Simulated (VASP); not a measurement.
# CsH (I4/mmm) in VASP: notebook, part 2 of 3

VASP 6.6.1.

## 3. Single point, LDA (strain +0.000 along x and y, -0.080 along z)

The input, INCAR:

```
PREC = Accurate
ENCUT = 520
EDIFF = 1E-6
ISMEAR = 0
SIGMA = 0.05
LREAL = False
LASPH = True
NELM = 100
ALGO = Normal
ISIF = 2
LWAVE = False
LCHARG = True
LELF = True
LVHAR = True
NBANDS = 12
```

The input, KPOINTS:

```
Automatic mesh
0
Gamma
  8 8 8
```

The input, POSCAR:

```
CsH
1.0
    0.0000000000      3.1880000000      2.9329600000
    3.1880000000      0.0000000000      2.9329600000
    3.1880000000      3.1880000000      0.0000000000
Cs H
1 1
Direct
    0.0000000000      0.0000000000      0.0000000000
    0.5000000000      0.5000000000      0.5000000000
```

Potentials or basis: VASP PAW LDA potentials, release 64 (Cs_sv, H).

Launch:

```console
$ cat potpaw_LDA.64/Cs_sv/POTCAR potpaw_LDA.64/H/POTCAR > POTCAR
$ mpirun -np 1 vasp_std > vasp.out
```

OUTCAR:

```text
PREC = Accurate
   ENCUT = 520
   EDIFF = 1E-6
   ISMEAR = 0
   LREAL = False
   LASPH = True
   NELM = 100
   ISIF = 2

 ion  position               nearest neighbor table
   1  0.000  0.000  0.000-
   2  0.500  0.500  0.500-

  LATTYP: Found a body centered tetragonal cell.
 ALAT       =     4.5085128368
 C/A-ratio  =     1.3010764774

  Lattice vectors:

 A1 = (   0.0000000000,  -3.1880000000,  -2.9329600000)
 A2 = (   0.0000000000,   3.1880000000,  -2.9329600000)
 A3 = (   3.1880000000,   0.0000000000,   2.9329600000)

Analysis of symmetry for initial positions (statically):
=====================================================================
 Subroutine PRICEL returns:
 Original cell was already a primitive cell.

 Routine SETGRP: Setting up the symmetry group for a
 body centered tetragonal supercell.

 Subroutine GETGRP returns: Found 16 space group operations
 (whereof 16 operations were pure point group operations)
 out of a pool of 16 trial point group operations.

The static configuration has the point symmetry D_4h.

Analysis of symmetry for dynamics (positions and initial velocities):
=====================================================================
 Subroutine PRICEL returns:
 Original cell was already a primitive cell.

 Routine SETGRP: Setting up the symmetry group for a
 body centered tetragonal supercell.

 Subroutine GETGRP returns: Found 16 space group operations
 (whereof 16 operations were pure point group operations)
 out of a pool of 16 trial point group operations.

The dynamic configuration has the point symmetry D_4h.

 Subroutine INISYM returns: Found 16 space group operations
 (whereof 16 operations are pure point group operations),
 and found     1 'primitive' translations

----------------------------------------------------------------------------------------

                                     Primitive cell

  volume of cell :      59.6174

  direct lattice vectors                    reciprocal lattice vectors
     0.000000000  3.188000000  2.932960000    -0.156838143  0.156838143  0.170476242
     3.188000000  0.000000000  2.932960000     0.156838143 -0.156838143  0.170476242
     3.188000000  3.188000000  0.000000000     0.156838143  0.156838143 -0.170476242

  length of vectors
     4.331927788  4.331927788  4.508512837     0.279747306  0.279747306  0.279747306

  position of ions in fractional coordinates (direct lattice)
     0.000000000  0.000000000  0.000000000
     0.500000000  0.500000000  0.500000000

  ion indices of the primitive-cell ions
   primitive index   ion index
                 1           1
                 2           2

----------------------------------------------------------------------------------------

 KPOINTS: Automatic mesh

Automatic generation of k-mesh.
 Grid dimensions read from file:
 generate k-points for:    8    8    8

 Generating k-lattice:

  Cartesian coordinates                     Fractional coordinates (reciprocal lattice)
    -0.019604768  0.019604768  0.021309530     0.125000000 -0.000000000  0.000000000
     0.019604768 -0.019604768  0.021309530    -0.000000000  0.125000000  0.000000000
     0.019604768  0.019604768 -0.021309530     0.000000000  0.000000000  0.125000000

  Length of vectors
     0.034968413  0.034968413  0.034968413

  Shift w.r.t. Gamma in fractional coordinates (k-lattice)
     0.000000000  0.000000000  0.000000000

 Subroutine IBZKPT returns following result:
 ===========================================

 Found     59 irreducible k-points:

 Following reciprocal coordinates:
            Coordinates               Weight
  0.000000  0.000000  0.000000      1.000000
  0.125000  0.000000  0.000000      8.000000
  0.250000  0.000000  0.000000      8.000000
  0.375000  0.000000  0.000000      8.000000
  0.500000  0.000000  0.000000      4.000000
  0.125000  0.125000  0.000000      2.000000
[... 16 lines left out ...]
  0.250000  0.000000  0.125000     16.000000
  0.375000  0.000000  0.125000     16.000000
 [... further k-points ...]
   k-points           NKPTS =     59   k-points in BZ     NKDIM =     59   number of bands    NBANDS=     12
   number of dos      NEDOS =    301   number of ions     NIONS =      2
   total plane-waves  NPLWV =  36864
   dimension x,y,z NGX =    32 NGY =   32 NGZ =   36
   dimension x,y,z NGXF=    64 NGYF=   64 NGZF=   72
   ions per type =               1   1
   NGX,Y,Z   is equivalent  to a cutoff of  12.28, 12.28, 13.27 a.u.
   NGXF,Y,Z  is equivalent  to a cutoff of  24.56, 24.56, 26.55 a.u.
 SYSTEM =  unknown system
   PREC   = accura    normal or accurate (medium, high low for compatibility)
   ISTART =      0    job   : 0-new  1-cont  2-samecut
   ICHARG =      2    charge: 1-file 2-atom 10-const
   ISPIN  =      1    spin polarized calculation?
   LNONCOLLINEAR =      F non collinear calculations
   LSORBIT =      F    spin-orbit coupling
   LASPH  =      T    aspherical Exc in radial PAW
   ENCUT  =  520.0 eV  38.22 Ry    6.18 a.u.   8.05  8.05  8.38*2*pi/ulx,y,z
   NELM   =    100;   NELMIN=  2; NELMDL= -5     # of ELM steps
   EDIFF  = 0.1E-05   stopping-criterion for ELM
   LREAL  =      F    real-space projection
   EDIFFG = 0.1E-04   stopping-criterion for IOM
   NSW    =      0    number of steps for IOM
   IBRION =     -1    ionic relax: 0-MD 1-quasi-New 2-CG
   NFREE  =      0    steps in history (QN), initial steepest desc. (CG)
   ISIF   =      2    stress and relaxation
   ISYM   =      2    0-nonsym 1-usesym 2-fastsym
   POTIM  = 0.5000    time-step for ionic-motion
   TEBEG  =    0.0;   TEEND  =   0.0 temperature during run
   PSTRESS=    0.0 pullay stress
   NELECT =      10.0000    total number of electrons
   NUPDOWN=      -1.0000    fix difference up-down
   EMIN   =  10.00;   EMAX   =-10.00  energy-range for DOS
   EFERMI =   0.00;   METHOD = LEGACY
   ISMEAR =     0;   SIGMA  =   0.05  broadening in eV -4-tet -1-fermi 0-gaus
   EFERMI_NEDOS =   21; number of points for ismear=-14 and -15
   IALGO  =     38    algorithm
   IMIX   =      4    mixing-type and parameters
     AMIX     =   0.40;   BMIX     =  1.00
     AMIX_MAG =   1.60;   BMIX_MAG =  1.00
  volume/ion in A,a.u.               =      29.81       201.16
  Fermi-wavevector in a.u.,A,eV,Ry     =   0.902853  1.706146 11.090711  0.815144
  Thomas-Fermi vector in A             =   2.026108
   LORBIT       =      0    0 simple, 1 ext, 2 COOP (PROOUT), +10 PAW based schemes
   GGA     = CA    functional components
   LHFCALC =     F    Hartree Fock is set to
   AEXX    =    0.0000 exact exchange contribution
   IVDW    =     0    specifies the selected vdW correction
   LEPSILON=     F    determine dielectric tensor
   LRPA    =     F    only Hartree local field effects (RPA)
 non-spin polarized calculation
 Gauss-broadening in eV      SIGMA  =   0.05
  energy-cutoff  :      520.00
  volume of cell :       59.62
 maximum number of plane-waves:      1627
   NGX = 17   NGY = 17   NGZ = 17

 number of electron      10.0000000 magnetization

 number of electron       9.9999999 magnetization

 Free energy of the ion-electron system (eV)
  ---------------------------------------------------
  ext. energy  EPLUGINS =         0.00000000
  ---------------------------------------------------
  free energy    TOTEN  =        -4.89409114 eV

  energy without entropy =       -4.89409114  energy(sigma->0) =       -4.89409114

 E-fermi :   0.7542     XC(G=0):  -7.8275

 val. band max:        0.5103980881   @ k =   0.5000   0.0000   0.0000
 cond. band min:       2.2768543216   @ k =   0.5000   0.0000   0.0000
 fundamental gap:      1.7664562335
 Fermi energy:         0.7542054288

 k-point     1 :       0.0000    0.0000    0.0000
  band No.  band energies     occupation
      1     -21.0331      2.00000
      2      -7.4066      2.00000
      3      -7.4066      2.00000
      4      -7.3372      2.00000
      5      -1.5866      2.00000
      6       5.3191      0.00000
      7       5.3191      0.00000
      8       5.7434      0.00000
      9       5.9956      0.00000
     10       6.8966      0.00000
     11       8.4184      0.00000
     12       9.0839      0.00000
[... 331 lines left out ...]
 k-point    24 :       0.3750    0.0000    0.1250
  band No.  band energies     occupation
      1     -20.9423      2.00000
      2      -8.2141      2.00000
      3      -7.5839      2.00000
      4      -7.4840      2.00000
      5      -0.2240      2.00000
      6       3.2211      0.00000
      7       4.6778      0.00000
      8       5.7473      0.00000
      9       6.9869      0.00000
     10       7.7109      0.00000
     11       8.5111      0.00000
     12      11.5497      0.00000

 [... further k-points ...]
[... 5 lines left out ...]
  --------------------------------------------------------------------------------------
  -------------------------------------------------------------------------------------
  Total       -0.4314651     -0.4314651      0.5353410      0.0000000      0.0000000     -0.0000000
  in kB      -11.5953414    -11.5953414     14.3869358      0.0000000      0.0000000     -0.0000000
  external PRESSURE =      -2.9345823 kB  Pullay stress =       0.0000000 kB

 VOLUME and BASIS-vectors are now :
 -----------------------------------------------------------------------------
  energy-cutoff  :      520.00
  volume of cell :       59.62
      direct lattice vectors                 reciprocal lattice vectors
     0.000000000  3.188000000  2.932960000    -0.156838143  0.156838143  0.170476242
     3.188000000  0.000000000  2.932960000     0.156838143 -0.156838143  0.170476242
     3.188000000  3.188000000  0.000000000     0.156838143  0.156838143 -0.170476242

 POSITION                                       TOTAL-FORCE (eV/Angst)
 -----------------------------------------------------------------------------------
      0.00000      0.00000      0.00000         0.000000      0.000000      0.000000
      3.18800      3.18800      2.93296         0.000000      0.000000     -0.000000
 -----------------------------------------------------------------------------------
    total drift:                                0.000000     -0.000000     -0.000000

  FREE ENERGIE OF THE ION-ELECTRON SYSTEM (eV)
  ---------------------------------------------------
  free  energy   TOTEN  =        -4.8940911397 eV

  energy  without entropy=       -4.8940911397  energy(sigma->0) =       -4.89409114
```

stdout:

```text
POSCAR found type information on POSCAR CsH
 POSCAR found :  2 types and       2 ions
 scaLAPACK will be used
 LDA part: xc-table for (Slater(with rela. corr.)+CA(PZ))
 , standard interpolation
 POSCAR, INCAR and KPOINTS ok, starting setup
 FFT: planning ... GRIDC
 FFT: planning ... GRID_SOFT
 FFT: planning ... GRID
 WAVECAR not read
 entering main loop
```

Run time: 49 s. Hardware: 1 thread of Intel Xeon 6975P-C, shared host; peak memory 0.18 GiB.

What came out:

| Property | Result |
| --- | --- |
| Free energy | -4.8941 eV |
| Pressure | -0.3 GPa |
| Band gap on the k mesh | 1.77 eV, direct |

Caveat: the cell differs from its parent crystal (strain +0.000 along x and y, -0.080 along z); spin-orbit coupling is left out, which moves the levels of the heavy elements. A k mesh can miss the band edges.

(Continued in part 3 of 3.)
